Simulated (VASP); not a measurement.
# Au (Im-3m) in VASP: a series of runs, part 2 of 2

VASP 6.6.1.

## 3. Single point, r2SCAN (strain +0.025 along x and y, +0.025 along z)

The input, POSCAR:

```
Au
1.0
   -1.6987007250      1.6987007250      1.6987007250
    1.6987007250     -1.6987007250      1.6987007250
    1.6987007250      1.6987007250     -1.6987007250
Au
1
Direct
    0.0000000000      0.0000000000      0.0000000000
```

The input, INCAR.step1:

```
  PREC = Accurate
  ENCUT = 520
  ISMEAR = 0
  SIGMA = 0.15
  LREAL = F
  LASPH = T
  NELM = 100
  NBANDS = 12
  GGA = PE
  ALGO = Normal
  EDIFF = 1E-4
  LWAVE = T
  LCHARG = F
```

The input, INCAR.step2:

```
  PREC = Accurate
  ENCUT = 520
  EDIFF = 1E-7
  ISMEAR = 0
  SIGMA = 0.15
  LREAL = F
  LASPH = T
  NELM = 100
  ALGO = Normal
  ISIF = 2
  LWAVE = F
  LCHARG = F
  METAGGA = R2SCAN
  LMIXTAU = T
  NBANDS = 12
  ISTART = 1
```

The input, KPOINTS:

```
regular mesh
0
Gamma
  20 20 20
```

Potentials or basis: VASP PAW PBE potentials, release 64 (Au).

On the command line:

```console
$ cat potpaw_PBE.64/Au/POTCAR > POTCAR
$ cp INCAR.step1 INCAR
$ mpirun -np 1 vasp_std > vasp.out
$ cp INCAR.step2 INCAR
$ mpirun -np 1 vasp_std > vasp.out
```

OUTCAR:

```text
PREC = Accurate
   ENCUT = 520
   EDIFF = 1E-7
   ISMEAR = 0
   LREAL = F
   LASPH = T
   NELM = 100
   ISIF = 2
   METAGGA = R2SCAN
   ISTART = 1

 ion  position               nearest neighbor table
   1  0.000  0.000  0.000-

  LATTYP: Found a body centered cubic cell.
 ALAT       =     3.3974014500

  Lattice vectors:

 A1 = (  -1.6987007250,   1.6987007250,   1.6987007250)
 A2 = (   1.6987007250,  -1.6987007250,   1.6987007250)
 A3 = (   1.6987007250,   1.6987007250,  -1.6987007250)

Analysis of symmetry for initial positions (statically):
=====================================================================
 Subroutine PRICEL returns:
 Original cell was already a primitive cell.

 Routine SETGRP: Setting up the symmetry group for a
 body centered cubic supercell.

 Subroutine GETGRP returns: Found 48 space group operations
 (whereof 48 operations were pure point group operations)
 out of a pool of 48 trial point group operations.

The static configuration has the point symmetry O_h .

Analysis of symmetry for dynamics (positions and initial velocities):
[... 157 lines left out ...]

 E-fermi :   7.2708     XC(G=0): -12.6462

 val. band max:        7.1664915385   @ k =  -0.3500   0.3500   0.3000
 cond. band min:       7.2716839699   @ k =   0.2000   0.1500   0.1500
 fundamental gap:      0.1051924314
 Fermi energy:         7.2708005823

 k-point     1 :       0.0000    0.0000    0.0000
  band No.  band energies     occupation
      1      -1.4505      2.00000
      2       2.7651      2.00000
      3       2.7651      2.00000
      4       2.7651      2.00000
      5       4.3366      2.00000
      6       4.3366      2.00000
      7      24.4736      0.00000
      8      24.4736      0.00000
      9      24.4736      0.00000
     10      29.8615      0.00000
     11      29.8615      0.00000
     12      29.8615      0.00000
[... 331 lines left out ...]
 k-point    24 :       0.2500    0.1000    0.0000
  band No.  band energies     occupation
      1       0.8956      2.00000
      2       2.2295      2.00000
      3       3.0361      2.00000
      4       4.0502      2.00000
      5       4.4525      2.00000
      6       4.9079      2.00000
      7      16.6988      0.00000
      8      20.7374      0.00000
      9      22.4363      0.00000
     10      26.7101      0.00000
     11      28.9916      0.00000
     12      29.8045      0.00000

 [... further k-points ...]
[... 5 lines left out ...]
  --------------------------------------------------------------------------------------
  -------------------------------------------------------------------------------------
  Total       -1.4208057     -1.4208057     -1.4208057      0.0000000     -0.0000000      0.0000000
  in kB     -116.1006545   -116.1006545   -116.1006545      0.0000000     -0.0000000      0.0000000
  external PRESSURE =    -116.1006545 kB  Pullay stress =       0.0000000 kB

 VOLUME and BASIS-vectors are now :
 -----------------------------------------------------------------------------
  energy-cutoff  :      520.00
  volume of cell :       19.61
      direct lattice vectors                 reciprocal lattice vectors
    -1.698700725  1.698700725  1.698700725     0.000000000  0.294342607  0.294342607
     1.698700725 -1.698700725  1.698700725     0.294342607  0.000000000  0.294342607
     1.698700725  1.698700725 -1.698700725     0.294342607  0.294342607  0.000000000

 POSITION                                       TOTAL-FORCE (eV/Angst)
 -----------------------------------------------------------------------------------
      0.00000      0.00000      0.00000        -0.000000     -0.000000     -0.000000
 -----------------------------------------------------------------------------------
    total drift:                               -0.000000      0.000000      0.000000

  FREE ENERGIE OF THE ION-ELECTRON SYSTEM (eV)
  ---------------------------------------------------
  free  energy   TOTEN  =       -50.4951606376 eV

  energy  without entropy=      -50.4907935943  energy(sigma->0) =      -50.49297712
```

OUTCAR.step1:

```text
PREC = Accurate
   ENCUT = 520
   ISMEAR = 0
   LREAL = F
   LASPH = T
[... 576 lines left out ...]

 POSITION                                       TOTAL-FORCE (eV/Angst)
 -----------------------------------------------------------------------------------
      0.00000      0.00000      0.00000        -0.000000      0.000000      0.000000
 -----------------------------------------------------------------------------------
    total drift:                               -0.000000      0.000000     -0.000000

  FREE ENERGIE OF THE ION-ELECTRON SYSTEM (eV)
  ---------------------------------------------------
  free  energy   TOTEN  =        -3.1516498301 eV

  energy  without entropy=       -3.1472456647  energy(sigma->0) =       -3.14944775
```

OSZICAR.step1:

```text
N       E                     dE             d eps       ncg     rms          rms(c)
DAV:   1     0.477696257345E+02    0.47770E+02   -0.54352E+03  6488   0.800E+02
DAV:   2    -0.273843295492E+01   -0.50508E+02   -0.47350E+02  7236   0.179E+02
DAV:   3    -0.340937886403E+01   -0.67095E+00   -0.67039E+00  7264   0.198E+01
DAV:   4    -0.341176471033E+01   -0.23858E-02   -0.23858E-02  6940   0.137E+00
DAV:   5    -0.341178458511E+01   -0.19875E-04   -0.19875E-04  7104   0.121E-01    0.596E+00
DAV:   6    -0.316313773525E+01    0.24865E+00   -0.80269E-01  6508   0.687E+00    0.416E+00
DAV:   7    -0.315303817519E+01    0.10100E-01   -0.33837E-02  7072   0.145E+00    0.237E+00
DAV:   8    -0.315166174553E+01    0.13764E-02   -0.85355E-04  6664   0.247E-01    0.202E-01
DAV:   9    -0.315164983006E+01    0.11915E-04   -0.77898E-06  3724   0.233E-02
   1 F= -.31516498E+01 E0= -.31494477E+01  d E =-.440417E-02
```

It took 2.1 min on 1 thread of Intel Xeon 6975P-C (Granite Rapids), shared host; peak memory 0.19 GiB.

What came out:

* Free energy: -50.4952 eV
* Pressure: -11.6 GPa

Levels at points of the mesh, in eV from the Fermi level:
```tsv
k point	band 2	band 3	band 4	band 5	band 6	band 7	band 8	band 9
(0.00, 0.00, 0.00)	-4.51	-4.51	-4.51	-2.93	-2.93	17.20	17.20	17.20
(0.50, 0.00, 0.00)	-5.38	-3.06	-2.80	-1.68	0.05	2.81	12.82	13.38
(0.50, 0.50, 0.50)	-6.02	-1.99	-1.99	-1.99	6.40	6.40	6.40	8.37
```

Caveat: the cell differs from its parent crystal (strain +0.025 along x and y, +0.025 along z); the PAW data sets were made with another functional, which shifts forces and pressure a little; spin-orbit coupling is left out, which moves the levels of the heavy elements.

## 4. Single point, r2SCAN (strain +0.050 along x and y, +0.050 along z)

The input, POSCAR:

```
Au
1.0
   -1.7401324500      1.7401324500      1.7401324500
    1.7401324500     -1.7401324500      1.7401324500
    1.7401324500      1.7401324500     -1.7401324500
Au
1
Direct
    0.0000000000      0.0000000000      0.0000000000
```

The input, INCAR.step1:

```
SYSTEM = Au
  PREC = Accurate
  ENCUT = 520
  ISMEAR = 0
  SIGMA = 0.15
  LREAL = .FALSE.
  LASPH = .TRUE.
  NELM = 100
  NBANDS = 12
  GGA = PE
  ALGO = Normal
  EDIFF = 1E-4
  LWAVE = .TRUE.
  LCHARG = .FALSE.
```

The input, INCAR.step2:

```
SYSTEM = Au
  PREC = Accurate
  ENCUT = 520
  EDIFF = 1E-6
  ISMEAR = 0
  SIGMA = 0.15
  LREAL = .FALSE.
  LASPH = .TRUE.
  NELM = 100
  ALGO = Normal
  ISIF = 2
  LWAVE = .FALSE.
  LCHARG = .FALSE.
  METAGGA = R2SCAN
  LMIXTAU = .TRUE.
  NBANDS = 12
  ISTART = 1
```

The input, KPOINTS:

```
Automatic mesh
0
G
  20 20 20
  0 0 0
```

On the command line:

```console
$ cat potpaw_PBE.64/Au/POTCAR > POTCAR
$ cp INCAR.step1 INCAR
$ mpirun -np 1 vasp_std > vasp.out
$ cp INCAR.step2 INCAR
$ mpirun -np 1 vasp_std > vasp.out
```

Run time: 1.9 min. Hardware: 1 thread of Intel Xeon 6975P-C (Granite Rapids), shared host; peak memory 0.19 GiB.

Results (log left out):

| Property | Result |
| --- | --- |
| Free energy | -50.3684 eV |
| Pressure | -15.8 GPa |

Levels at points of the mesh, in eV from the Fermi level:
```csv
k point,band 1,band 2,band 3,band 4,band 5,band 6,band 7,band 8,band 9,band 10
"(0.00, 0.00, 0.00)",-8.03,-4.16,-4.16,-4.16,-2.77,-2.77,17.08,17.08,17.08,21.36
"(0.50, 0.00, 0.00)",-5.83,-4.92,-2.89,-2.66,-1.68,0.35,2.48,12.67,12.89,19.62
"(0.50, 0.50, 0.50)",-5.47,-5.47,-1.94,-1.94,-1.94,6.34,6.34,6.34,7.60,14.48
```

Caveat: the cell differs from its parent crystal (strain +0.050 along x and y, +0.050 along z); the PAW data sets were made with another functional, which shifts forces and pressure a little; spin-orbit coupling is left out, which moves the levels of the heavy elements.

## 5. Overview

```tsv
cell	gap on the mesh (eV)	pressure (GPa)
a = 2.799 Å, angles 109.5°, 1 atom	none	7.4
a = 2.942 Å, angles 109.5°, 1 atom	none	-11.6
a = 3.014 Å, angles 109.5°, 1 atom	none	-15.8
```

Alike in all rows: task single point; level r2SCAN; potentials or basis VASP PAW PBE potentials, release 64 (Au); no spin polarisation; k mesh 20 × 20 × 20; cutoff (eV) 520; smearing gaussian 0.15 eV.

Caveats: the PAW data sets were made with another functional, which shifts forces and pressure a little; spin-orbit coupling is left out, which moves the levels of the heavy elements.

Absolute energies hang on the potentials; compare differences alone.
